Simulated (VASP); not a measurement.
Crystal: Pd.

```xyz
1
Lattice="0.0000 1.9847 1.9847 1.9847 0.0000 1.9847 1.9847 1.9847 0.0000" Properties=species:S:1:pos:R:3 pbc="T T T"
Pd    0.0000    0.0000    0.0000
```

This cell differs from its parent crystal: volume scaled by 1.06.

Base run:

- Program: VASP 6.6.1
- Functional: r2SCAN
- Potentials or basis: VASP PAW PBE potentials, release 64 (Pd)
- Cutoff: 550 eV
- k mesh: 12 × 12 × 12
- Occupations: fermi-dirac, width 0.05 eV
- Spin: no spin polarisation

Its results: band gap on the k mesh zero (band 5 reaches 8.92 eV, above the bottom of band 6 at 7.40 eV); pressure -7.3 GPa.

Task: After a change of settings the same cell gave: band gap on the k mesh zero (band 5 reaches 8.71 eV, above the bottom of band 6 at 7.28 eV); pressure -17.8 GPa. Which change was it?
A. functional from r2SCAN to RPBE; cutoff from 550 eV to 520 eV; dispersion from none to D4
B. functional from r2SCAN to SVWN5; cutoff from 550 eV to 520 eV
C. functional from r2SCAN to PBE; cutoff from 550 eV to 520 eV; dispersion from none to D3(BJ)
D. cutoff from 550 eV to 520 eV; dispersion from none to D4

Result: B.

Caveats: the PAW data sets were made with another functional, which shifts forces and pressure a little.
